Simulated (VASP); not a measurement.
# Al7Ni8 in VASP: settings compared

Al7Ni8 is run at these levels: PBEsol, PBE; tasks: single point.

Everything below comes from runs of VASP 6.6.1. Logs are shortened: lines on timing, memory, paths and dates and some standing lists are left out, and cuts for length are marked.

## Step 1: The cell of the first run

The cell holds a slab with vacuum, 15 atoms: a = 4.048 Å, b = 4.048 Å, c = 26.567 Å, α = 90.00°, β = 90.00°, γ = 120.00°.

## Step 2: Single point, PBEsol

The input, INCAR:

```
SYSTEM = Al7Ni8
PREC = Accurate
ENCUT = 520
EDIFF = 1E-6
ISMEAR = 0
SIGMA = 0.1
LREAL = .False.
LASPH = .True.
NELM = 120
ALGO = Normal
ISIF = 2
LWAVE = .False.
LCHARG = .True.
LDIPOL = .True.
IDIPOL = 3
DIPOL = 0.5 0.5 0.500
GGA = PS
LELF = .True.
LVHAR = .True.
LVACPOTAV = .True.
NBANDS = 64
GGA_COMPAT = .False.
NELMDL = -8
```

The input, KPOINTS:

```
Automatic mesh
0
Gamma
  9 9 1
  0 0 0
```

The input, POSCAR:

```
Al7Ni8
1.0
    4.0477133473      0.0000000000      0.0000000000
   -2.0238566737      3.5054225860      0.0000000000
    0.0000000000      0.0000000000     26.5673043804
Ni Al
8 7
Direct
    0.3333333333      0.6666666667      0.2925094767
    0.0000000000      0.0000000000      0.3421810004
    0.6666666667      0.3333333333      0.4064407225
    0.3333333333      0.6666666667      0.4694296653
    0.0000000000      0.0000000000      0.5305703113
    0.6666666667      0.3333333333      0.5935592642
    0.3333333333      0.6666666667      0.6578190207
    0.0000000000      0.0000000000      0.7074905459
    0.6666666667      0.3333333333      0.3108558313
    0.3333333333      0.6666666667      0.3776525194
    0.0000000000      0.0000000000      0.4371689157
    0.6666666667      0.3333333333      0.4999999890
    0.3333333333      0.6666666667      0.5628310650
    0.0000000000      0.0000000000      0.6223474663
    0.6666666667      0.3333333333      0.6891442063
```

Potentials or basis: VASP PAW PBE potentials, release 64 (Ni, Al).

On the command line:

```
$ cat potpaw_PBE.64/Ni/POTCAR potpaw_PBE.64/Al/POTCAR > POTCAR
$ mpirun -np 1 vasp_std > vasp.out
```

OUTCAR:

```text
SYSTEM = Al7Ni8
   PREC = Accurate
   ENCUT = 520
   EDIFF = 1E-6
   ISMEAR = 0
   LREAL = .False.
   LASPH = .True.
   NELM = 120
   ISIF = 2
   GGA = PS
   NELMDL = -8

 ion  position               nearest neighbor table
   1  0.333  0.667  0.293-  10 2.26   9 2.39   9 2.39   9 2.39   2 2.68   2 2.68   2 2.68
   2  0.000  0.000  0.342-   9 2.48   9 2.48   9 2.48  10 2.52  10 2.52  10 2.52  11 2.52   1 2.68
                             1 2.68   1 2.68   3 2.89   3 2.89   3 2.89
   3  0.667  0.333  0.406-  10 2.46  10 2.46  10 2.46  11 2.48  11 2.48  11 2.48  12 2.49   9 2.54
                             4 2.87   4 2.87   4 2.87   2 2.89   2 2.89   2 2.89
   4  0.333  0.667  0.469-  10 2.44  12 2.47  12 2.47  12 2.47  13 2.48  11 2.49  11 2.49  11 2.49
                             5 2.85   5 2.85   5 2.85   3 2.87   3 2.87   3 2.87
   5  0.000  0.000  0.531-  14 2.44  12 2.47  12 2.47  12 2.47  11 2.48  13 2.49  13 2.49  13 2.49
                             4 2.85   4 2.85   4 2.85   6 2.87   6 2.87   6 2.87
   6  0.667  0.333  0.594-  14 2.46  14 2.46  14 2.46  13 2.48  13 2.48  13 2.48  12 2.49  15 2.54
                             5 2.87   5 2.87   5 2.87   7 2.89   7 2.89   7 2.89
   7  0.333  0.667  0.658-  15 2.48  15 2.48  15 2.48  14 2.52  14 2.52  14 2.52  13 2.52   8 2.68
                             8 2.68   8 2.68   6 2.89   6 2.89   6 2.89
   8  0.000  0.000  0.707-  14 2.26  15 2.39  15 2.39  15 2.39   7 2.68   7 2.68   7 2.68
   9  0.667  0.333  0.311-   1 2.39   1 2.39   1 2.39   2 2.48   2 2.48   2 2.48   3 2.54  10 2.93
                            10 2.93  10 2.93
  10  0.333  0.667  0.378-   1 2.26   4 2.44   3 2.46   3 2.46   3 2.46   2 2.52   2 2.52   2 2.52
                            11 2.82  11 2.82  11 2.82   9 2.93   9 2.93   9 2.93
  11  0.000  0.000  0.437-   3 2.48   3 2.48   3 2.48   5 2.48   4 2.49   4 2.49   4 2.49   2 2.52
                            10 2.82  10 2.82  10 2.82  12 2.87  12 2.87  12 2.87
  12  0.667  0.333  0.500-   5 2.47   5 2.47   5 2.47   4 2.47   4 2.47   4 2.47   3 2.49   6 2.49
                            11 2.87  11 2.87  11 2.87  13 2.87  13 2.87  13 2.87
  13  0.333  0.667  0.563-   6 2.48   6 2.48   6 2.48   4 2.48   5 2.49   5 2.49   5 2.49   7 2.52
                            14 2.82  14 2.82  14 2.82  12 2.87  12 2.87  12 2.87
  14  0.000  0.000  0.622-   8 2.26   5 2.44   6 2.46   6 2.46   6 2.46   7 2.52   7 2.52   7 2.52
                            13 2.82  13 2.82  13 2.82  15 2.93  15 2.93  15 2.93
  15  0.667  0.333  0.689-   8 2.39   8 2.39   8 2.39   7 2.48   7 2.48   7 2.48   6 2.54  14 2.93
                            14 2.93  14 2.93

  LATTYP: Found a hexagonal cell.
 ALAT       =     4.0477133473
 C/A-ratio  =     6.5635340502

  Lattice vectors:

 A1 = (   4.0477133473,   0.0000000000,   0.0000000000)
 A2 = (  -2.0238566737,   3.5054225860,   0.0000000000)
 A3 = (   0.0000000000,   0.0000000000,  26.5673043804)

Analysis of symmetry for initial positions (statically):
=====================================================================
 Subroutine PRICEL returns:
 Original cell was already a primitive cell.

 Routine SETGRP: Setting up the symmetry group for a
 hexagonal supercell.

 Subroutine GETGRP returns: Found 12 space group operations
 (whereof  6 operations were pure point group operations)
 out of a pool of 24 trial point group operations.

The static configuration has the point symmetry C_3v.
 The point group associated with its full space group is D_3d.

Analysis of symmetry for dynamics (positions and initial velocities):
=====================================================================
 Subroutine PRICEL returns:
 Original cell was already a primitive cell.

 Routine SETGRP: Setting up the symmetry group for a
 hexagonal supercell.

 Subroutine GETGRP returns: Found 12 space group operations
 (whereof  6 operations were pure point group operations)
 out of a pool of 24 trial point group operations.

The dynamic configuration has the point symmetry C_3v.
 The point group associated with its full space group is D_3d.

 Subroutine INISYM returns: Found 12 space group operations
 (whereof  6 operations are pure point group operations),
 and found     1 'primitive' translations

----------------------------------------------------------------------------------------

                                     Primitive cell

  volume of cell :     376.9620

  direct lattice vectors                    reciprocal lattice vectors
     4.047713347  0.000000000  0.000000000     0.247053068  0.142636155  0.000000000
    -2.023856674  3.505422586  0.000000000     0.000000000  0.285272310  0.000000000
     0.000000000  0.000000000 26.567304380     0.000000000  0.000000000  0.037640251
[... 75 lines left out ...]
  0.444444  0.111111  0.000000      6.000000
  0.222222  0.222222  0.000000      6.000000
  0.333333  0.222222  0.000000     12.000000
  0.333333  0.333333  0.000000      2.000000
   k-points           NKPTS =     12   k-points in BZ     NKDIM =     12   number of bands    NBANDS=     64
   number of dos      NEDOS =    301   number of ions     NIONS =     15
   total plane-waves  NPLWV = 180000
   dimension x,y,z NGX =    30 NGY =   30 NGZ =  200
   dimension x,y,z NGXF=    60 NGYF=   60 NGZF=  400
   ions per type =               8   7
   NGX,Y,Z   is equivalent  to a cutoff of  12.32, 12.32, 12.52 a.u.
   NGXF,Y,Z  is equivalent  to a cutoff of  24.64, 24.64, 25.03 a.u.
 SYSTEM =  Al7Ni8
   PREC   = accura    normal or accurate (medium, high low for compatibility)
   ISTART =      0    job   : 0-new  1-cont  2-samecut
   ICHARG =      2    charge: 1-file 2-atom 10-const
   ISPIN  =      1    spin polarized calculation?
   LNONCOLLINEAR =      F non collinear calculations
   LSORBIT =      F    spin-orbit coupling
   LASPH  =      T    aspherical Exc in radial PAW
   ENCUT  =  520.0 eV  38.22 Ry    6.18 a.u.   7.53  7.53 49.40*2*pi/ulx,y,z
   NELM   =    120;   NELMIN=  2; NELMDL= -8     # of ELM steps
   EDIFF  = 0.1E-05   stopping-criterion for ELM
   LREAL  =      F    real-space projection
   EDIFFG = 0.1E-04   stopping-criterion for IOM
   NSW    =      0    number of steps for IOM
   IBRION =     -1    ionic relax: 0-MD 1-quasi-New 2-CG
   NFREE  =      0    steps in history (QN), initial steepest desc. (CG)
   ISIF   =      2    stress and relaxation
   ISYM   =      2    0-nonsym 1-usesym 2-fastsym
   POTIM  = 0.5000    time-step for ionic-motion
   TEBEG  =    0.0;   TEEND  =   0.0 temperature during run
   PSTRESS=    0.0 pullay stress
   NELECT =     101.0000    total number of electrons
   NUPDOWN=      -1.0000    fix difference up-down
   EMIN   =  10.00;   EMAX   =-10.00  energy-range for DOS
   EFERMI =   0.00;   METHOD = LEGACY
   ISMEAR =     0;   SIGMA  =   0.10  broadening in eV -4-tet -1-fermi 0-gaus
   EFERMI_NEDOS =   21; number of points for ismear=-14 and -15
   IALGO  =     38    algorithm
   IMIX   =      4    mixing-type and parameters
     AMIX     =   0.40;   BMIX     =  1.00
     AMIX_MAG =   1.60;   BMIX_MAG =  1.00
  volume/ion in A,a.u.               =      25.13       169.59
  Fermi-wavevector in a.u.,A,eV,Ry     =   1.055398  1.994412 15.155040  1.113864
  Thomas-Fermi vector in A             =   2.190594
   LORBIT       =      0    0 simple, 1 ext, 2 COOP (PROOUT), +10 PAW based schemes
   GGA     = PS    functional components
   LHFCALC =     F    Hartree Fock is set to
   AEXX    =    0.0000 exact exchange contribution
   IVDW    =     0    specifies the selected vdW correction
   LEPSILON=     F    determine dielectric tensor
   LRPA    =     F    only Hartree local field effects (RPA)
 non-spin polarized calculation
 Gauss-broadening in eV      SIGMA  =   0.10
  energy-cutoff  :      520.00
  volume of cell :      376.96
 maximum number of plane-waves:     10201
 NGX is ok and might be reduce to    30
   NGX = 15   NGY = 15   NGZ = 99

 dipolmoment           0.000000      0.000000      0.000000 electrons x Angstroem

 number of electron     100.9999908 magnetization

 dipolmoment           0.000000      0.000000     -0.000000 electrons x Angstroem

 Free energy of the ion-electron system (eV)
  ---------------------------------------------------
  ext. energy  EPLUGINS =         0.00000000
  ---------------------------------------------------
  free energy    TOTEN  =       -83.41964335 eV

  energy without entropy =      -83.37762859  energy(sigma->0) =      -83.39863597

 E-fermi :   2.2781     XC(G=0):  -6.4737

 val. band max:        2.2487398408   @ k =   0.2222   0.1111   0.0000
 cond. band min:       2.2946713221   @ k =   0.4444   0.1111   0.0000
 fundamental gap:      0.0459314813
 Fermi energy:         2.2781449016

 k-point     1 :       0.0000    0.0000    0.0000
  band No.  band energies     occupation
      1      -8.7416      2.00000
      2      -7.9891      2.00000
      3      -6.8279      2.00000
      4      -5.4819      2.00000
      5      -3.9659      2.00000
      6      -2.5617      2.00000
[... 769 lines left out ...]
     61       6.0283      0.00000
     62       7.5962      0.00000
 [bands above 62 left out]

------------------------ aborting loop because EDIFF is reached ----------------------------------------

  FORCE on cell =-STRESS in cart. coord.  units (eV):
  Direction    XX          YY          ZZ          XY          YZ          ZX
  --------------------------------------------------------------------------------------
  -------------------------------------------------------------------------------------
  Total       -3.1780046     -3.1780046      0.1789735      0.0000000      0.0000000     -0.0000000
  in kB      -13.5072669    -13.5072669      0.7606795      0.0000000      0.0000000     -0.0000000
  external PRESSURE =      -8.7512848 kB  Pullay stress =       0.0000000 kB

 VOLUME and BASIS-vectors are now :
 -----------------------------------------------------------------------------
  energy-cutoff  :      520.00
  volume of cell :      376.96
      direct lattice vectors                 reciprocal lattice vectors
     4.047713347  0.000000000  0.000000000     0.247053068  0.142636155  0.000000000
    -2.023856674  3.505422586  0.000000000     0.000000000  0.285272310  0.000000000
     0.000000000  0.000000000 26.567304380     0.000000000  0.000000000  0.037640251

 POSITION                                       TOTAL-FORCE (eV/Angst)
 -----------------------------------------------------------------------------------
     -0.00000      2.33695      7.77119        -0.000000     -0.000000     -0.030065
      0.00000      0.00000      9.09083         0.000000     -0.000000      0.004681
      2.02386      1.16847     10.79803        -0.000000      0.000000     -0.008666
     -0.00000      2.33695     12.47148         0.000000     -0.000000      0.009986
      0.00000      0.00000     14.09582        -0.000000     -0.000000     -0.009986
      2.02386      1.16847     15.76927         0.000000     -0.000000      0.008666
     -0.00000      2.33695     17.47648        -0.000000      0.000000     -0.004681
      0.00000      0.00000     18.79612        -0.000000      0.000000      0.030065
      2.02386      1.16847      8.25860         0.000000     -0.000000      0.015236
     -0.00000      2.33695     10.03321        -0.000000     -0.000000     -0.004247
      0.00000      0.00000     11.61440         0.000000      0.000000     -0.001080
      2.02386      1.16847     13.28365        -0.000000     -0.000000      0.000000
     -0.00000      2.33695     14.95290        -0.000000     -0.000000      0.001080
      0.00000      0.00000     16.53409        -0.000000      0.000000      0.004247
      2.02386      1.16847     18.30870         0.000000     -0.000000     -0.015236
 -----------------------------------------------------------------------------------
    total drift:                                0.000000     -0.000000     -0.000095

  FREE ENERGIE OF THE ION-ELECTRON SYSTEM (eV)
  ---------------------------------------------------
  free  energy   TOTEN  =       -83.4196433537 eV

  energy  without entropy=      -83.3776285930  energy(sigma->0) =      -83.39863597

 vacuum level on the upper side and lower side of the slab         6.761         6.761
```

Wall time 18 min (1 thread of Intel Xeon 6975P-C (Granite Rapids), shared host); peak memory 0.51 GiB.

Results:

```
Free energy            : -83.4196 eV
Largest force          : 0.030 eV/Å
Band gap on the k mesh : zero (an odd number of electrons rules out a gap without spin polarisation)
```

Forces in eV/Å, atoms in the order of the input:
```
Ni   0.000  0.000 -0.030
Ni   0.000  0.000  0.005
Ni   0.000  0.000 -0.009
Ni   0.000  0.000  0.010
Ni   0.000  0.000 -0.010
Ni   0.000  0.000  0.009
Ni   0.000  0.000 -0.005
Ni   0.000  0.000  0.030
Al   0.000  0.000  0.015
Al   0.000  0.000 -0.004
Al   0.000  0.000 -0.001
Al   0.000  0.000  0.000
Al   0.000  0.000  0.001
Al   0.000  0.000  0.004
Al   0.000  0.000 -0.015
```

Caveat: the PAW data sets were made with another functional, which shifts forces and pressure a little.

## Step 3: Single point, PBE

The input, INCAR:

```
  PREC = Accurate
  ENCUT = 520
  EDIFF = 1E-6
  ISMEAR = 0
  SIGMA = 0.1
  LREAL = F
  LASPH = T
  NELM = 120
  ALGO = Normal
  ISIF = 2
  LWAVE = F
  LCHARG = F
  LDIPOL = T
  IDIPOL = 3
  DIPOL = 0.5 0.5 0.500
  GGA = PE
  NBANDS = 64
  GGA_COMPAT = F
  NELMDL = -8
```

The input, KPOINTS:

```
Automatic mesh
0
Gamma
  9 9 1
```

The input, POSCAR:

```
Al7Ni8
1.0
    4.0477133473      0.0000000000      0.0000000000
   -2.0238566737      3.5054225860      0.0000000000
    0.0000000000      0.0000000000     26.5673043804
Ni Al
8 7
Direct
    0.3333333333      0.6666666667      0.2823018810
    0.0000000000      0.0000000000      0.3445013436
    0.6666666667      0.3333333333      0.4067008061
    0.3333333333      0.6666666667      0.4689002687
    0.0000000000      0.0000000000      0.5310997313
    0.6666666667      0.3333333333      0.5932991939
    0.3333333333      0.6666666667      0.6554986564
    0.0000000000      0.0000000000      0.7176981190
    0.6666666667      0.3333333333      0.3134016123
    0.3333333333      0.6666666667      0.3756010749
    0.0000000000      0.0000000000      0.4378005374
    0.6666666667      0.3333333333      0.5000000000
    0.3333333333      0.6666666667      0.5621994626
    0.0000000000      0.0000000000      0.6243989251
    0.6666666667      0.3333333333      0.6865983877
```

Potentials or basis: VASP PAW PBE potentials, release 64 (Ni, Al).

On the command line:

```
$ cat potpaw_PBE.64/Ni/POTCAR potpaw_PBE.64/Al/POTCAR > POTCAR
$ mpirun -np 1 vasp_std > vasp.out
```

Run time: 22 min. Hardware: 1 thread of Intel Xeon 6975P-C (Granite Rapids), shared host; peak memory 0.52 GiB.

It converged, with:

| Property | Result |
| --- | --- |
| Free energy | -75.5936 eV |
| Largest force | 1.199 eV/Å |
| Band gap on the k mesh | zero (an odd number of electrons rules out a gap without spin polarisation) |

Forces on the atoms (eV/Å):
```
Ni   0.000  0.000  1.199
Ni   0.000  0.000 -0.442
Ni   0.000  0.000 -0.091
Ni   0.000  0.000 -0.026
Ni   0.000  0.000  0.026
Ni   0.000  0.000  0.091
Ni   0.000  0.000  0.442
Ni   0.000  0.000 -1.199
Al   0.000  0.000 -0.708
Al   0.000  0.000 -0.384
Al   0.000  0.000 -0.057
Al   0.000  0.000  0.000
Al   0.000  0.000  0.057
Al   0.000  0.000  0.384
Al   0.000  0.000  0.708
```

Levels at points of the mesh, in eV from the Fermi level:
| k point | band 49 | band 50 | band 51 | band 52 | band 53 | band 54 |
| --- | --- | --- | --- | --- | --- | --- |
| (0.00, 0.00, 0.00) | 1.99 | 1.99 | 2.11 | 2.11 | 2.16 | 2.42 |

## Step 4: Single point, PBEsol

The input, INCAR:

```
SYSTEM = Al7Ni8
  ALGO = Normal
  DIPOL = 0.5 0.5 0.500
  EDIFF = 1E-6
  ENCUT = 520
  GGA = PS
  GGA_COMPAT = .False.
  IDIPOL = 3
  ISIF = 2
  ISMEAR = 0
  LASPH = .True.
  LCHARG = .False.
  LDIPOL = .True.
  LREAL = .False.
  LWAVE = .False.
  NBANDS = 64
  NELM = 120
  NELMDL = -8
  PREC = Accurate
  SIGMA = 1.5
```

The input, KPOINTS:

```
k-points
0
Gamma
  9 9 1
  0 0 0
```

POSCAR is that of step 3.

On the command line:

```
$ cat potpaw_PBE.64/Ni/POTCAR potpaw_PBE.64/Al/POTCAR > POTCAR
$ mpirun -np 1 vasp_std > vasp.out
```

Run time: 18 min. Hardware: 1 thread of Intel Xeon 6975P-C (Granite Rapids), shared host; peak memory 0.51 GiB.

Results (log left out):

```
Free energy            : -87.3751 eV
Largest force          : 0.959 eV/Å
Band gap on the k mesh : zero (an odd number of electrons rules out a gap without spin polarisation)
```

Forces on the atoms (eV/Å):
```
Ni   0.000  0.000  0.959
Ni   0.000  0.000 -0.436
Ni   0.000  0.000  0.018
Ni   0.000  0.000  0.017
Ni   0.000  0.000 -0.017
Ni   0.000  0.000 -0.018
Ni   0.000  0.000  0.436
Ni   0.000  0.000 -0.959
Al   0.000  0.000 -0.601
Al   0.000  0.000 -0.243
Al   0.000  0.000 -0.067
Al   0.000  0.000  0.000
Al   0.000  0.000  0.067
Al   0.000  0.000  0.243
Al   0.000  0.000  0.601
```

Levels at points of the mesh, in eV from the Fermi level:
| k point | band 48 | band 49 | band 50 | band 51 | band 52 | band 53 | band 54 | band 55 | band 56 | band 57 |
| --- | --- | --- | --- | --- | --- | --- | --- | --- | --- | --- |
| (0.00, 0.00, 0.00) | 1.15 | 1.70 | 1.70 | 1.81 | 1.81 | 1.98 | 2.12 | 2.12 | 2.57 | 2.57 |

Caveat: so wide a smearing shifts energies and pressures; the PAW data sets were made with another functional, which shifts forces and pressure a little.

## Step 5: The runs side by side

| level | cell | smearing | gap on the mesh (eV) | largest force (eV/Å) |
| --- | --- | --- | --- | --- |
| PBEsol | as given, atomic positions A | gaussian 0.1 eV | none | 0.03 |
| PBE | as given, atomic positions B | gaussian 0.1 eV | none | 1.20 |
| PBEsol | as given, atomic positions B | gaussian 1.5 eV | none | 0.96 |

Alike in all rows: task single point; potentials or basis VASP PAW PBE potentials, release 64 (Ni, Al); no spin polarisation; k mesh 9 × 9 × 1; cutoff (eV) 520.

Caveats: the PAW data sets were made with another functional, which shifts forces and pressure a little (at least some runs); so wide a smearing shifts energies and pressures (at least some runs).

Total energies depend on the potentials used, so only differences within one code and one set of settings carry meaning.

The gap in the log of VASP goes by the Fermi energy; the results here count the filled bands.